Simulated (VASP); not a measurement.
# MgZn2O3: single point with PBEsol+U

Crystal: MgZn2O3.

```
CELL_PARAMETERS angstrom
3.05260 0.00000 0.00000
-1.52630 2.64363 0.00000
0.00000 0.00000 7.45204
ATOMIC_POSITIONS crystal
Mg 0.00000 0.00000 0.00000
Zn 0.33333 0.66667 0.66842
Zn 0.66667 0.33333 0.33158
O 0.33333 0.66667 0.16070
O 0.66667 0.33333 0.83930
O 0.00000 0.00000 0.50000
```

| Property | Result |
| --- | --- |
| Program | VASP 6.6.1 |
| Task | single point |
| Functional | PBEsol |
| Potentials or basis | VASP PAW PBE potentials, release 64 (Mg, Zn, O) |
| Cutoff | 520 eV |
| k mesh | 12 × 12 × 4 |
| Occupations | gaussian, width 0.01 eV |
| Spin | no spin polarisation |
| Hubbard terms | Zn d U = 4.0 eV |

```json
{
 "Pressure": "-11.6 GPa",
 "Largest force": "0.379 eV/Å",
 "Band gap on the k mesh": "1.99 eV"
}
```

Forces on the atoms (eV/Å):
```
Mg   0.000  0.000  0.000
Zn   0.000  0.000 -0.023
Zn   0.000  0.000  0.023
O    0.000  0.000  0.379
O    0.000  0.000 -0.379
O    0.000  0.000  0.000
```

Stress tensor (GPa, compression positive):
```
-11.55   0.00   0.00
  0.00 -11.55   0.00
  0.00   0.00 -11.72
```

Levels at points of the mesh, in eV from the valence-band top:
| k point | band 20 | band 21 | band 22 | band 23 | band 24 | band 25 |
| --- | --- | --- | --- | --- | --- | --- |
| (0.00, 0.00, 0.00) | -0.57 | 0.00 | 0.00 | 1.99 | 5.65 | 5.83 |
| (0.50, 0.00, 0.00) | -0.94 | -0.83 | -0.35 | 5.41 | 7.14 | 7.45 |
| (0.00, 0.00, 0.50) | -0.32 | -0.10 | -0.10 | 3.37 | 4.23 | 6.26 |
| (0.50, 0.00, 0.50) | -1.33 | -0.17 | -0.13 | 5.83 | 6.23 | 7.38 |

Eigenvalues of the final occupation matrices:
| site | spin | trace | eigenvalues |
| --- | --- | --- | --- |
| site 2 d | 1 | 5.00 | 0.99 0.99 0.99 1.02 1.02 |
| site 2 d | 2 | 5.00 | 0.99 0.99 0.99 1.02 1.02 |
| site 3 d | 1 | 5.00 | 0.99 0.99 0.99 1.02 1.02 |
| site 3 d | 2 | 5.00 | 0.99 0.99 0.99 1.02 1.02 |

Run time: 48 s on 1 thread of Intel(R) Xeon(R) 6975P-C (Granite Rapids) (shared host), peak memory 0.25 GiB.

Caveat: the cell stands under tension; the PAW data sets were made with another functional, which shifts forces and pressure a little.
